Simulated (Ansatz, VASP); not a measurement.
Two plane-wave programs on Pb

The input INCAR:

```
PREC = Accurate
ENCUT = 520
EDIFF = 1E-7
ISMEAR = 0
SIGMA = 0.15
LREAL = F
LASPH = T
NELM = 100
ALGO = Fast
ISIF = 2
LWAVE = F
LCHARG = F
GGA = PS
NBANDS = 13
```

Contents of KPOINTS:

```
Automatic mesh
0
Gamma
  18 18 18
```

The input POSCAR:

```
Pb
1.0
   -1.9477239892      1.9477239892      2.0451101887
    1.9477239892     -1.9477239892      2.0451101887
    1.9477239892      1.9477239892     -2.0451101887
Pb
1
Direct
    0.0000000000      0.0000000000      0.0000000000
```

Input for Ansatz:

```yaml
crystal:
  lattice:
    - [-1.9477239892, 1.9477239892, 2.0451101887]
    - [1.9477239892, -1.9477239892, 2.0451101887]
    - [1.9477239892, 1.9477239892, -2.0451101887]
  atoms:
    - { symbol: Pb, position: [0.0, 0.0, 0.0] }
basis:
  ecutwfc: 420
kpoints:
  mp_grid: { grid: [18, 18, 18] }
hamiltonian:
  xc: pbesol
scf:
  occupations: { method: gaussian, width: 0.15 }
output:
  forces: true
  stress: true
  eigenvalues: true
```

Alike in both runs: task single point; functional PBEsol; k mesh 18 × 18 × 18; occupations gaussian, width 0.15 eV; no spin polarisation.

|  | VASP | Ansatz |
| --- | --- | --- |
| version | VASP 6.6.1 | Ansatz 0.2.0 |
| potentials or method | VASP PAW PBE potentials, release 64 (Pb_d), cutoff 520 eV | scalar-relativistic, plane waves, PAW |
| valence electrons in the cell | 14 | 14 |

VASP gave:

| Quantity | Value |
| --- | --- |
| gap on the k mesh at the Fermi level (eV) | none |
| pressure (GPa) | -1.7 |
| traceless stress, the component that is largest in VASP (GPa) | 0.59 |

What did Ansatz give for the same quantities?

gap on the k mesh at the Fermi level (eV): none; pressure (GPa): -1.6; traceless stress, the component that is largest in VASP (GPa): 0.59.

VASP's potentials were made for PBE, not for PBEsol. A gap of «none» marks a metal or a gap that the smearing closes. The functional is the same, so the differences come from potentials, cutoffs and numerics.

Spin-orbit coupling is off throughout.
